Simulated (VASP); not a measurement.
# Hg: single point with PBE

The system is Hg.

```xyz
1
Lattice="1.7357 1.0021 2.2414 -1.7357 1.0021 2.2414 0.0000 -2.0043 2.2414" Properties=species:S:1:pos:R:3 pbc="T T T"
Hg    0.0000    0.0000    0.0000
```

| Quantity | Value |
| --- | --- |
| Program | VASP 6.6.1 |
| Task | single point |
| Functional | PBE |
| Potentials or basis | VASP PAW PBE potentials, release 64 (Hg) |
| Cutoff | 500 eV |
| k mesh | 8 × 8 × 8 |
| Occupations | gaussian, width 0.1 eV |
| Spin | no spin polarisation |

```json
{
 "Pressure": "6.0 GPa",
 "Band gap on the k mesh": "zero (bands 6 and 7 overlap by 3.32 eV)"
}
```

Stress tensor (GPa, compression positive):
```
6.21 0.00 0.00
0.00 6.21 0.00
0.00 0.00 5.69
```

Levels at points of the mesh, in eV from the Fermi level:
```csv
k point,band 4,band 5,band 6,band 7,band 8,band 9
"(0.00, 0.00, 0.00)",-6.42,-6.25,-6.25,12.25,12.65,12.65
"(0.50, 0.00, 0.00)",-6.31,-5.92,-2.17,-1.97,12.42,12.66
"(0.50, 0.50, 0.00)",-5.97,-5.46,-0.10,0.78,4.77,10.02
"(0.50, 0.50, 0.50)",-5.55,-5.55,-0.15,1.30,9.40,9.40
```

Run time: 14 s on 1 thread of AMD EPYC 7R43 64-Core Processor (Zen 3) (shared host), peak memory 0.11 GiB.

Caveat: the cell stands under pressure; spin-orbit coupling is left out, which moves the levels of the heavy elements.
